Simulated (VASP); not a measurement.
# Sn (I4_1/amd) in VASP: further runs

Sn is run at these levels: r2SCAN; tasks: single point.

All numbers are computed with VASP 6.6.1; they aren't measurements. Logs are shortened: lines on timing, memory, paths and dates and some standing lists are left out, and cuts for length are marked.

## Step 1: The cell of the first run

Symmetry: I4_1/amd, No. 141, tetragonal system. The conventional cell has a = 5.880 Å, b = 5.880 Å, c = 3.199 Å, α = 90.00°, β = 90.00°, γ = 90.00°. Within 4.0 Å of Sn (site symmetry -4m2) lie 10 Sn at 3.05 to 3.79 Å.

## Step 2: Single point, r2SCAN

The input, POSCAR:

```
Sn
1.0
   -2.9401404553      2.9401404553      1.5993019889
    2.9401404553     -2.9401404553      1.5993019889
    2.9401404553      2.9401404553     -1.5993019889
Sn
2
Direct
    0.7500000000      0.2500000000      0.5000000000
    0.0000000000      0.0000000000      0.0000000000
```

The input, INCAR.step1:

```
SYSTEM = Sn
ALGO = Normal
EDIFF = 1E-4
ENCUT = 520
GGA = PE
ISMEAR = 0
LASPH = .TRUE.
LCHARG = .FALSE.
LREAL = .FALSE.
LWAVE = .TRUE.
NBANDS = 21
NELM = 60
PREC = Accurate
SIGMA = 0.1
```

The input, INCAR.step2:

```
SYSTEM = Sn
ALGO = Normal
EDIFF = 1E-6
ENCUT = 520
ISIF = 2
ISMEAR = 0
ISTART = 1
LASPH = .TRUE.
LCHARG = .FALSE.
LMIXTAU = .TRUE.
LREAL = .FALSE.
LWAVE = .FALSE.
METAGGA = R2SCAN
NBANDS = 21
NELM = 60
PREC = Accurate
SIGMA = 0.1
```

The input, KPOINTS:

```
k-points
0
G
  14 14 14
  0 0 0
```

Potentials or basis: VASP PAW PBE potentials, release 64 (Sn_d).

On the command line:

```bash
$ cat potpaw_PBE.64/Sn_d/POTCAR > POTCAR
$ cp INCAR.step1 INCAR
$ mpirun -np 1 vasp_std > vasp.out
$ cp INCAR.step2 INCAR
$ mpirun -np 1 vasp_std > vasp.out
```

OUTCAR:

```text
SYSTEM = Sn
   EDIFF = 1E-6
   ENCUT = 520
   ISIF = 2
   ISMEAR = 0
   ISTART = 1
   LASPH = .TRUE.
   LREAL = .FALSE.
   METAGGA = R2SCAN
   NELM = 60
   PREC = Accurate

 ion  position               nearest neighbor table
   1  0.750  0.250  0.500-   2 3.05   2 3.05   2 3.05   2 3.05
   2  0.000  0.000  0.000-   1 3.05   1 3.05   1 3.05   1 3.05

  LATTYP: Found a body centered tetragonal cell.
 ALAT       =     5.8802809106
 C/A-ratio  =     0.5439542815

  Lattice vectors:

 A1 = (  -2.9401404553,   2.9401404553,   1.5993019889)
 A2 = (   2.9401404553,  -2.9401404553,   1.5993019889)
 A3 = (   2.9401404553,   2.9401404553,  -1.5993019889)

Analysis of symmetry for initial positions (statically):
=====================================================================
 Subroutine PRICEL returns:
 Original cell was already a primitive cell.

 Routine SETGRP: Setting up the symmetry group for a
 body centered tetragonal supercell.

 Subroutine GETGRP returns: Found 16 space group operations
 (whereof  8 operations were pure point group operations)
 out of a pool of 16 trial point group operations.

The static configuration has the point symmetry D_2d.
 The point group associated with its full space group is D_4h.

Analysis of symmetry for dynamics (positions and initial velocities):
=====================================================================
 Subroutine PRICEL returns:
 Original cell was already a primitive cell.

 Routine SETGRP: Setting up the symmetry group for a
 body centered tetragonal supercell.

 Subroutine GETGRP returns: Found 16 space group operations
 (whereof  8 operations were pure point group operations)
 out of a pool of 16 trial point group operations.

The dynamic configuration has the point symmetry D_2d.
 The point group associated with its full space group is D_4h.

 Subroutine INISYM returns: Found 16 space group operations
 (whereof  8 operations are pure point group operations),
 and found     1 'primitive' translations

----------------------------------------------------------------------------------------

                                     Primitive cell

  volume of cell :      55.3002

  direct lattice vectors                    reciprocal lattice vectors
    -2.940140455  2.940140455  1.599301989     0.000000000  0.170059903  0.312636390
     2.940140455 -2.940140455  1.599301989     0.170059903  0.000000000  0.312636390
     2.940140455  2.940140455 -1.599301989     0.170059903  0.170059903  0.000000000

  length of vectors
     4.454954393  4.454954393  4.454954393     0.355895888  0.355895888  0.240501021

  position of ions in fractional coordinates (direct lattice)
     0.750000000  0.250000000  0.500000000
     0.000000000  0.000000000  0.000000000

  ion indices of the primitive-cell ions
   primitive index   ion index
                 1           1
                 2           2

----------------------------------------------------------------------------------------

 KPOINTS: k-points

Automatic generation of k-mesh.
 Grid dimensions read from file:
 generate k-points for:   14   14   14

 Generating k-lattice:

  Cartesian coordinates                     Fractional coordinates (reciprocal lattice)
     0.000000000  0.012147136  0.022331171     0.071428571 -0.000000000  0.000000000
     0.012147136  0.000000000  0.022331171    -0.000000000  0.071428571  0.000000000
     0.012147136  0.012147136  0.000000000     0.000000000  0.000000000  0.071428571

  Length of vectors
     0.025421135  0.025421135  0.017178644

  Shift w.r.t. Gamma in fractional coordinates (k-lattice)
     0.000000000  0.000000000  0.000000000

 Subroutine IBZKPT returns following result:
 ===========================================

 Found    244 irreducible k-points:

 Following reciprocal coordinates:
            Coordinates               Weight
  0.000000  0.000000  0.000000      1.000000
  0.071429 -0.000000  0.000000      8.000000
  0.142857 -0.000000  0.000000      8.000000
  0.214286 -0.000000  0.000000      8.000000
  0.285714 -0.000000  0.000000      8.000000
  0.357143 -0.000000  0.000000      8.000000
[... 16 lines left out ...]
  0.214286  0.142857  0.000000     16.000000
  0.285714  0.142857  0.000000     16.000000
 [... further k-points ...]
   k-points           NKPTS =    244   k-points in BZ     NKDIM =    244   number of bands    NBANDS=     21
   number of dos      NEDOS =    301   number of ions     NIONS =      2
   total plane-waves  NPLWV =  46656
   dimension x,y,z NGX =    36 NGY =   36 NGZ =   36
   dimension x,y,z NGXF=    72 NGYF=   72 NGZF=   72
   ions per type =               2
   NGX,Y,Z   is equivalent  to a cutoff of  13.43, 13.43, 13.43 a.u.
   NGXF,Y,Z  is equivalent  to a cutoff of  26.87, 26.87, 26.87 a.u.
 SYSTEM =  Sn
   PREC   = accura    normal or accurate (medium, high low for compatibility)
   ISTART =      1    job   : 0-new  1-cont  2-samecut
   ICHARG =      0    charge: 1-file 2-atom 10-const
   ISPIN  =      1    spin polarized calculation?
   LNONCOLLINEAR =      F non collinear calculations
   LSORBIT =      F    spin-orbit coupling
   LASPH  =      T    aspherical Exc in radial PAW
   ENCUT  =  520.0 eV  38.22 Ry    6.18 a.u.   8.28  8.28  8.28*2*pi/ulx,y,z
   NELM   =     60;   NELMIN=  2; NELMDL=  0     # of ELM steps
   EDIFF  = 0.1E-05   stopping-criterion for ELM
   LREAL  =      F    real-space projection
   EDIFFG = 0.1E-04   stopping-criterion for IOM
   NSW    =      0    number of steps for IOM
   IBRION =     -1    ionic relax: 0-MD 1-quasi-New 2-CG
   NFREE  =      0    steps in history (QN), initial steepest desc. (CG)
   ISIF   =      2    stress and relaxation
   ISYM   =      2    0-nonsym 1-usesym 2-fastsym
   POTIM  = 0.5000    time-step for ionic-motion
   TEBEG  =    0.0;   TEEND  =   0.0 temperature during run
   PSTRESS=    0.0 pullay stress
   NELECT =      28.0000    total number of electrons
   NUPDOWN=      -1.0000    fix difference up-down
   EMIN   =  10.00;   EMAX   =-10.00  energy-range for DOS
   EFERMI =   0.00;   METHOD = LEGACY
   ISMEAR =     0;   SIGMA  =   0.10  broadening in eV -4-tet -1-fermi 0-gaus
   EFERMI_NEDOS =   21; number of points for ismear=-14 and -15
   IALGO  =     38    algorithm
   IMIX   =      4    mixing-type and parameters
     AMIX     =   0.40;   BMIX     =  1.00
     AMIX_MAG =   1.60;   BMIX_MAG =  1.00
  volume/ion in A,a.u.               =      27.65       186.59
  Fermi-wavevector in a.u.,A,eV,Ry     =   1.304824  2.465760 23.164816  1.702566
  Thomas-Fermi vector in A             =   2.435734
   LORBIT       =      0    0 simple, 1 ext, 2 COOP (PROOUT), +10 PAW based schemes
   METAGGA = R2SCAN    functional components
   LHFCALC =     F    Hartree Fock is set to
   AEXX    =    0.0000 exact exchange contribution
   IVDW    =     0    specifies the selected vdW correction
   LEPSILON=     F    determine dielectric tensor
   LRPA    =     F    only Hartree local field effects (RPA)
 non-spin polarized calculation
 Gauss-broadening in eV      SIGMA  =   0.10
  energy-cutoff  :      520.00
  volume of cell :       55.30
 maximum number of plane-waves:      1510
 NGX is ok and might be reduce to    36
   NGX = 17   NGY = 17   NGZ = 17

 number of electron      27.9999989 magnetization

 Free energy of the ion-electron system (eV)
  ---------------------------------------------------
  ext. energy  EPLUGINS =         0.00000000
  ---------------------------------------------------
  free energy    TOTEN  =       -49.24308473 eV

  energy without entropy =      -49.23747217  energy(sigma->0) =      -49.24027845

 E-fermi :   7.6719     XC(G=0): -11.0297

 val. band max:        7.6689482630   @ k =  -0.1429   0.5000   0.1429
 cond. band min:       7.6827913194   @ k =  -0.2143  -0.4286   0.0714
 fundamental gap:      0.0138430565
 Fermi energy:         7.6719364692

 k-point     1 :       0.0000    0.0000    0.0000
  band No.  band energies     occupation
      1     -14.6476      2.00000
      2     -14.5616      2.00000
      3     -14.5131      2.00000
      4     -14.5071      2.00000
      5     -14.3486      2.00000
      6     -14.3486      2.00000
[... 13 lines left out ...]
     20      17.8990      0.00000
     21      18.5744      0.00000

 k-point     2 :       0.0714   -0.0000    0.0000
  band No.  band energies     occupation
      1     -14.6444      2.00000
      2     -14.5509      2.00000
      3     -14.5093      2.00000
      4     -14.4945      2.00000
      5     -14.3566      2.00000
      6     -14.3556      2.00000
[... 13 lines left out ...]
     20      17.7262      0.00000
     21      17.9956      0.00000

 k-point     3 :       0.1429   -0.0000    0.0000
  band No.  band energies     occupation
      1     -14.6346      2.00000
      2     -14.5222      2.00000
      3     -14.4987      2.00000
      4     -14.4626      2.00000
      5     -14.3744      2.00000
      6     -14.3653      2.00000
[... 13 lines left out ...]
     20      16.6193      0.00000
     21      16.8403      0.00000

 k-point     4 :       0.2143   -0.0000    0.0000
  band No.  band energies     occupation
      1     -14.6194      2.00000
      2     -14.4865      2.00000
      3     -14.4836      2.00000
      4     -14.4335      2.00000
      5     -14.3961      2.00000
      6     -14.3622      2.00000
[... 13 lines left out ...]
     20      15.6908      0.00000
     21      16.6048      0.00000

 k-point     5 :       0.2857   -0.0000    0.0000
  band No.  band energies     occupation
      1     -14.6023      2.00000
      2     -14.4692      2.00000
      3     -14.4625      2.00000
      4     -14.4349      2.00000
      5     -14.4147      2.00000
      6     -14.3730      2.00000
[... 13 lines left out ...]
     20      15.0365      0.00000
     21      17.0858      0.00000

 k-point     6 :       0.3571   -0.0000    0.0000
  band No.  band energies     occupation
      1     -14.5869      2.00000
      2     -14.4664      2.00000
      3     -14.4627      2.00000
      4     -14.4470      2.00000
      5     -14.4183      2.00000
      6     -14.3871      2.00000
[... 13 lines left out ...]
     20      15.1546      0.00000
     21      17.9047      0.00000

 k-point     7 :       0.4286   -0.0000    0.0000
  band No.  band energies     occupation
      1     -14.5749      2.00000
      2     -14.4850      2.00000
      3     -14.4735      2.00000
      4     -14.4416      2.00000
      5     -14.4094      2.00000
      6     -14.3972      2.00000
[... 13 lines left out ...]
     20      16.6981      0.00000
     21      18.7798      0.00000
[... 291 lines left out ...]
      1     -14.6360      2.00000
      2     -14.5526      2.00000
      3     -14.5026      2.00000
      4     -14.5000      2.00000
      5     -14.3583      2.00000
      6     -14.3506      2.00000
[... 13 lines left out ...]
     20      17.8382      0.00000
     21      18.1389      0.00000

 k-point    21 :      -0.0714    0.0714    0.0000
  band No.  band energies     occupation
      1     -14.6433      2.00000
      2     -14.5624      2.00000
      3     -14.5101      2.00000
      4     -14.5093      2.00000
      5     -14.3507      2.00000
      6     -14.3462      2.00000
[... 13 lines left out ...]
     20      18.1880      0.00000
     21      18.5081      0.00000

 k-point    22 :       0.1429    0.1429    0.0000
  band No.  band energies     occupation
      1     -14.6132      2.00000
      2     -14.4754      2.00000
      3     -14.4612      2.00000
      4     -14.4144      2.00000
      5     -14.3982      2.00000
      6     -14.3880      2.00000
[... 13 lines left out ...]
     20      15.4187      0.00000
     21      15.8588      0.00000

 k-point    23 :       0.2143    0.1429    0.0000
  band No.  band energies     occupation
      1     -14.6002      2.00000
      2     -14.4692      2.00000
      3     -14.4601      2.00000
      4     -14.4202      2.00000
      5     -14.4130      2.00000
      6     -14.3988      2.00000
[... 13 lines left out ...]
     20      15.2269      0.00000
     21      16.2828      0.00000

 k-point    24 :       0.2857    0.1429    0.0000
  band No.  band energies     occupation
      1     -14.5892      2.00000
      2     -14.4810      2.00000
      3     -14.4500      2.00000
      4     -14.4422      2.00000
      5     -14.4094      2.00000
      6     -14.4037      2.00000
[... 13 lines left out ...]
     20      15.7824      0.00000
     21      17.1370      0.00000

 [... further k-points ...]

------------------------ aborting loop because EDIFF is reached ----------------------------------------

  FORCE on cell =-STRESS in cart. coord.  units (eV):
  Direction    XX          YY          ZZ          XY          YZ          ZX
  --------------------------------------------------------------------------------------
  -------------------------------------------------------------------------------------
  Total       -0.1060738     -0.1060738      0.0326229      0.0000000      0.0000000      0.0000000
  in kB       -3.0732091     -3.0732091      0.9451622      0.0000000      0.0000000      0.0000000
  external PRESSURE =      -1.7337520 kB  Pullay stress =       0.0000000 kB

 VOLUME and BASIS-vectors are now :
 -----------------------------------------------------------------------------
  energy-cutoff  :      520.00
  volume of cell :       55.30
      direct lattice vectors                 reciprocal lattice vectors
    -2.940140455  2.940140455  1.599301989     0.000000000  0.170059903  0.312636390
     2.940140455 -2.940140455  1.599301989     0.170059903  0.000000000  0.312636390
     2.940140455  2.940140455 -1.599301989     0.170059903  0.170059903  0.000000000

 POSITION                                       TOTAL-FORCE (eV/Angst)
 -----------------------------------------------------------------------------------
      0.00000      2.94014      0.79965        -0.000000      0.000000      0.000000
      0.00000      0.00000      0.00000         0.000000     -0.000000     -0.000000
 -----------------------------------------------------------------------------------
    total drift:                               -0.000000      0.000000     -0.000000

  FREE ENERGIE OF THE ION-ELECTRON SYSTEM (eV)
  ---------------------------------------------------
  free  energy   TOTEN  =       -49.2430847279 eV

  energy  without entropy=      -49.2374721686  energy(sigma->0) =      -49.24027845
```

Wall time 37 min (1 thread of Oxide Virtual Turin-like, shared host); peak memory 0.34 GiB.

Results:

- Free energy: -49.2431 eV
- Pressure: -0.2 GPa
- Band gap on the k mesh: zero (bands 14 and 15 overlap by 4.11 eV)

Stress tensor (GPa, compression positive):
```
-0.31  0.00  0.00
 0.00 -0.31  0.00
 0.00  0.00  0.09
```

Levels at points of the mesh, in eV from the Fermi level:
| k point | band 11 | band 12 | band 13 | band 14 | band 15 | band 16 | band 17 | band 18 |
| --- | --- | --- | --- | --- | --- | --- | --- | --- |
| (0.00, 0.00, 0.00) | -11.51 | -3.71 | -2.10 | -2.10 | 3.39 | 6.46 | 6.46 | 7.13 |
| (0.50, 0.00, 0.00) | -7.14 | -5.55 | -2.33 | -1.82 | -1.22 | 2.55 | 2.99 | 4.89 |
| (0.50, 0.50, 0.00) | -9.19 | -9.19 | 0.56 | 0.56 | 1.77 | 1.77 | 6.37 | 6.37 |
| (0.50, 0.50, 0.50) | -7.82 | -7.82 | -4.92 | -4.92 | 5.32 | 5.32 | 9.75 | 9.75 |

Caveat: the PAW data sets were made with another functional, which shifts forces and pressure a little; spin-orbit coupling is left out, which moves the levels of the heavy elements.

(Part 1 of 2 ends here.)

The gap in the log of VASP goes by the Fermi energy; the results here count the filled bands.